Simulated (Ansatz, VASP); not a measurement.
One calculation of Ge, two programs

```xyz
2
Lattice="0.0000 2.8659 2.8659 2.8659 0.0000 2.8659 2.8659 2.8659 0.0000" Properties=species:S:1:pos:R:3 pbc="T T T"
Ge    0.0000    0.0000    0.0000
Ge    1.4329    1.4329    1.4329
```

Change from the starting cell: volume scaled by 1.04, ions relaxed.

Alike in both runs: functional PBE; k mesh 14 × 14 × 14; occupations fermi-dirac, width 0.05 eV; no spin polarisation.

Ansatz relaxed the structure, and its values are those at the end. VASP's run is a single point on that final structure, the one shown.

|  | VASP | Ansatz |
| --- | --- | --- |
| version | VASP 6.6.1 | Ansatz 0.2.0 |
| potentials or method | VASP PAW PBE potentials, release 64 (Ge_d) | plane-wave PAW, scalar-relativistic |
| plane-wave cutoff (eV) | 520 | 420 |
| valence electrons in the cell | 28 | 28 |

|  | VASP | Ansatz | Ansatz less VASP |
| --- | --- | --- | --- |
| pressure (GPa) | 0.9 | 0.9 | +0.07 |

Ansatz's warnings: stress scf threshold loose.
